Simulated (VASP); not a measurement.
A run of VASP 6.6.1 is set up as follows.

INCAR

```
PREC = Accurate ; ENCUT = 520
EDIFF = 1E-8 ; ISMEAR = -1
SIGMA = 0.08 ; LREAL = F
LASPH = T ; NELM = 80
ALGO = Normal ; ISIF = 2
LWAVE = F ; LCHARG = F
GGA = CA ; LEFG = T
NBANDS = 18
```

Contents of KPOINTS:

```
regular mesh
0
Gamma
  11 11 11
```

POSCAR

```
YHg
1.0
    3.7063848166      0.0000000000      0.0000000000
    0.0000000000      3.7063848166      0.0000000000
    0.0000000000      0.0000000000      3.7063848166
Y Hg
1 1
Direct
    0.5000000000      0.5000000000      0.5000000000
    0.0000000000      0.0000000000      0.0000000000
```

Potentials or basis: VASP PAW LDA potentials, release 64 (Y_sv, Hg).

Command:

```console
$ cat potpaw_LDA.64/Y_sv/POTCAR potpaw_LDA.64/Hg/POTCAR > POTCAR
$ mpirun -np 1 vasp_std > vasp.out
```

Question: Estimate the pressure.

Answer: -4.5 GPa.

Caveat: without QUAD_EFG the Cq values of the log hold for a quadrupole moment of 1 mb, not for the nuclei.
